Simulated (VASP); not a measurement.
# Sr4AgRu (P6/mmm) in VASP: notebook, part 2 of 2

VASP 6.6.1. The steps go on from the part before.

### 4 Single point, PBE

This run uses another cell than the first one, of 30.11 Å³/atom.

File INCAR:

```
ALGO     = Fast           # electronic algorithm
EDIFF    = 1E-6           # SCF threshold, eV
ENCUT    = 520            # plane-wave cutoff, eV
GGA      = PE             # functional
ISIF     = 2              # what is computed and relaxed
ISMEAR   = 0              # smearing method
LASPH    = T              # aspherical terms in the spheres
LCHARG   = F              # write CHGCAR
LREAL    = F              # projectors in reciprocal space
LWAVE    = F              # write WAVECAR
NBANDS   = 42             # bands
NELM     = 100            # most SCF steps
PREC     = Accurate       # precision mode
SIGMA    = 0.1            # smearing width, eV
```

File KPOINTS:

```
k-points
0
Gamma
  6 6 4
```

File POSCAR:

```
Sr4AgRu
1.0
    5.4843937826      0.0000000000      0.0000000000
   -2.7421968913      4.7496243401      0.0000000000
    0.0000000000      0.0000000000      6.9345278721
Sr Ag Ru
4 1 1
Direct
    0.3333333333      0.6666666667      0.7617932742
    0.3333333333      0.6666666667      0.2382067258
    0.6666666667      0.3333333333      0.2382067258
    0.6666666667      0.3333333333      0.7617932742
    0.0000000000      0.0000000000      0.5000000000
    0.0000000000      0.0000000000      0.0000000000
```

Potentials or basis: VASP PAW PBE potentials, release 64 (Sr_sv, Ag, Ru_pv).

On the command line:

```console
$ cat potpaw_PBE.64/Sr_sv/POTCAR potpaw_PBE.64/Ag/POTCAR potpaw_PBE.64/Ru_pv/POTCAR > POTCAR
$ mpirun -np 1 vasp_std > vasp.out
```

OUTCAR:

```text
EDIFF = 1E-6
   ENCUT = 520
   GGA = PE
   ISIF = 2
   ISMEAR = 0
   LASPH = T
   LREAL = F
   NELM = 100
   PREC = Accurate

 ion  position               nearest neighbor table
   1  0.333  0.667  0.762-   4 3.17   4 3.17   4 3.17   2 3.30   6 3.57   6 3.57   6 3.57   2 3.63
                             5 3.65   5 3.65   5 3.65   3 4.58   3 4.58   3 4.58   3 4.82   3 4.82
   2  0.333  0.667  0.238-   3 3.17   3 3.17   3 3.17   1 3.30   6 3.57   6 3.57   6 3.57   1 3.63
                             5 3.65   5 3.65   5 3.65   4 4.58   4 4.58   4 4.58   4 4.82   4 4.82
   3  0.667  0.333  0.238-   2 3.17   2 3.17   2 3.17   4 3.30   6 3.57   6 3.57   6 3.57   4 3.63
                             5 3.65   5 3.65   5 3.65   1 4.58   1 4.58   1 4.58   1 4.82   1 4.82
   4  0.667  0.333  0.762-   1 3.17   1 3.17   1 3.17   3 3.30   6 3.57   6 3.57   6 3.57   3 3.63
                             5 3.65   5 3.65   5 3.65   2 4.58   2 4.58   2 4.58   2 4.82   2 4.82
   5  0.000  0.000  0.500-   6 3.47   6 3.47   3 3.65   4 3.65   1 3.65   2 3.65   3 3.65   4 3.65
                             1 3.65   2 3.65   3 3.65   4 3.65   1 3.65   2 3.65
   6  0.000  0.000  0.000-   5 3.47   5 3.47   3 3.57   4 3.57   1 3.57   2 3.57   3 3.57   4 3.57
                             1 3.57   2 3.57   3 3.57   4 3.57   1 3.57   2 3.57

  LATTYP: Found a hexagonal cell.
 ALAT       =     5.4843937826
 C/A-ratio  =     1.2644110082

  Lattice vectors:

 A1 = (   5.4843937826,   0.0000000000,   0.0000000000)
 A2 = (  -2.7421968913,   4.7496243401,   0.0000000000)
 A3 = (   0.0000000000,   0.0000000000,   6.9345278721)

Analysis of symmetry for initial positions (statically):
=====================================================================
 Subroutine PRICEL returns:
 Original cell was already a primitive cell.

 Routine SETGRP: Setting up the symmetry group for a
 hexagonal supercell.

 Subroutine GETGRP returns: Found 24 space group operations
 (whereof 24 operations were pure point group operations)
 out of a pool of 24 trial point group operations.

The static configuration has the point symmetry D_6h.

Analysis of symmetry for dynamics (positions and initial velocities):
=====================================================================
[... 141 lines left out ...]
   AEXX    =    0.0000 exact exchange contribution
   IVDW    =     0    specifies the selected vdW correction
   LEPSILON=     F    determine dielectric tensor
   LRPA    =     F    only Hartree local field effects (RPA)
 non-spin polarized calculation
 RMM-DIIS sequential band-by-band and
 Gauss-broadening in eV      SIGMA  =   0.10
  energy-cutoff  :      520.00
  volume of cell :      180.64
 maximum number of plane-waves:      4891
 NGX is ok and might be reduce to    42
   NGX = 21   NGY = 21   NGZ = 25

 number of electron      65.0000000 magnetization

 Free energy of the ion-electron system (eV)
  ---------------------------------------------------
  ext. energy  EPLUGINS =         0.00000000
  ---------------------------------------------------
  free energy    TOTEN  =       -15.11407212 eV

  energy without entropy =      -15.07193412  energy(sigma->0) =      -15.09300312

 E-fermi :   3.9014     XC(G=0):  -9.4335

 val. band max:        3.8975622741   @ k =   0.3333   0.3333   0.0000
 cond. band min:       3.9072510203   @ k =   0.3333   0.1667   0.5000
 fundamental gap:      0.0096887462
 Fermi energy:         3.9013894282

 k-point     1 :       0.0000    0.0000    0.0000
  band No.  band energies     occupation
      1     -37.5435      2.00000
      2     -37.5005      2.00000
      3     -37.5005      2.00000
      4     -32.2794      2.00000
      5     -32.2048      2.00000
      6     -32.0283      2.00000
[... 934 lines left out ...]
     41       6.3981      0.00000
     42       7.4486      0.00000

------------------------ aborting loop because EDIFF is reached ----------------------------------------

  FORCE on cell =-STRESS in cart. coord.  units (eV):
  Direction    XX          YY          ZZ          XY          YZ          ZX
  --------------------------------------------------------------------------------------
  -------------------------------------------------------------------------------------
  Total        0.0837640      0.0837640      0.0298403      0.0000000     -0.0000000      0.0000000
  in kB        0.7429563      0.7429563      0.2646723      0.0000000     -0.0000000      0.0000000
  external PRESSURE =       0.5835283 kB  Pullay stress =       0.0000000 kB

 VOLUME and BASIS-vectors are now :
 -----------------------------------------------------------------------------
  energy-cutoff  :      520.00
  volume of cell :      180.64
      direct lattice vectors                 reciprocal lattice vectors
     5.484393783  0.000000000  0.000000000     0.182335558  0.105271483  0.000000000
    -2.742196891  4.749624340  0.000000000     0.000000000  0.210542967  0.000000000
     0.000000000  0.000000000  6.934527872     0.000000000  0.000000000  0.144205924

 POSITION                                       TOTAL-FORCE (eV/Angst)
 -----------------------------------------------------------------------------------
     -0.00000      3.16642      5.28268         0.000000     -0.000000      0.006919
     -0.00000      3.16642      1.65185         0.000000     -0.000000     -0.006919
      2.74220      1.58321      1.65185        -0.000000      0.000000     -0.006919
      2.74220      1.58321      5.28268        -0.000000      0.000000      0.006919
      0.00000      0.00000      3.46726        -0.000000      0.000000      0.000000
      0.00000      0.00000      0.00000        -0.000000      0.000000      0.000000
 -----------------------------------------------------------------------------------
    total drift:                               -0.000000      0.000000      0.000000

  FREE ENERGIE OF THE ION-ELECTRON SYSTEM (eV)
  ---------------------------------------------------
  free  energy   TOTEN  =       -15.1140721201 eV

  energy  without entropy=      -15.0719341166  energy(sigma->0) =      -15.09300312
```

It took 5.4 min on 1 thread of Intel Xeon Platinum 8488C (Sapphire Rapids), shared host; peak memory 0.39 GiB.

Results:

```
Free energy            : -15.1141 eV
Pressure               : 0.1 GPa
Largest force          : 0.007 eV/Å
Band gap on the k mesh : zero (an odd number of electrons rules out a gap without spin polarisation)
```

Forces on the atoms (eV/Å):
```
Sr   0.000  0.000  0.007
Sr   0.000  0.000 -0.007
Sr   0.000  0.000 -0.007
Sr   0.000  0.000  0.007
Ag   0.000  0.000  0.000
Ru   0.000  0.000  0.000
```

### 5 The runs side by side

```tsv
cell	k mesh	further INCAR settings	gap on the mesh (eV)	pressure (GPa)	largest force (eV/Å)
a = 5.508, b = 5.508, c = 6.959 Å, angles 90.0, 90.0, 120.0°, 6 atoms, atomic positions A	6 × 6 × 2	ALGO = Fast; EDIFF = 1e-07; NBANDS = 42	none	0.1	0.04
a = 4.940, b = 4.940, c = 8.899 Å, angles 90.0, 90.0, 120.0°, 6 atoms, atomic positions B	6 × 6 × 2	ALGO = Fast; EDIFF = 1e-07; NBANDS = 42	none	3.5	0.45
a = 5.484, b = 5.484, c = 6.935 Å, angles 90.0, 90.0, 120.0°, 6 atoms, atomic positions C	6 × 6 × 4	ALGO = Fast; EDIFF = 1e-06; NBANDS = 42	none	0.1	0.01
```

Alike in all rows: task single point; level PBE; potentials or basis VASP PAW PBE potentials, release 64 (Sr_sv, Ag, Ru_pv); no spin polarisation; cutoff (eV) 520; smearing gaussian 0.1 eV.

Caveats: some runs use coarse meshes; the stress differs along the axes, from -4 to 7 GPa (at least some runs).

Total energies depend on the potentials used, so only differences within one code and one set of settings carry meaning.

The gap in the log of VASP goes by the Fermi energy; the results here count the filled bands.